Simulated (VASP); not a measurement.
Runs of VASP 6.6.1 on Tl. The structure is that of space group P6_3/mmc (No. 194), or close to it. The cells are those of the table. 

```tsv
cell	gap on the mesh (eV)	pressure (GPa)
a = 3.784, b = 3.784, c = 12.119 Å, angles 90.0, 90.0, 120.0°, 4 atoms	none	-1.7
a = 3.594, b = 3.594, c = 11.512 Å, angles 90.0, 90.0, 120.0°, 4 atoms	none	0.8
a = 3.643, b = 3.643, c = 11.669 Å, angles 90.0, 90.0, 120.0°, 4 atoms	none	(a)
a = 3.491, b = 3.491, c = 11.182 Å, angles 90.0, 90.0, 120.0°, 4 atoms	none	(b)
a = 3.738, b = 3.738, c = 11.972 Å, angles 90.0, 90.0, 120.0°, 4 atoms	none	-1.3
```

Alike in all rows: task single point; level RPBE; potentials or basis VASP PAW PBE potentials, release 64 (Tl_d); no spin polarisation; k mesh 11 × 11 × 3; cutoff (eV) 520; smearing fermi-dirac 0.1 eV.

Task: Estimate the missing entries.

Result: (a) -0.1; (b) 3.6.

Caveats: the PAW data sets were made with another functional, which shifts forces and pressure a little; spin-orbit coupling is left out, which moves the levels of the heavy elements.

A k mesh can miss the band edges, and the runs leave out spin-orbit coupling on Tl.

A gap of «none» marks levels without a gap at the run's occupations.
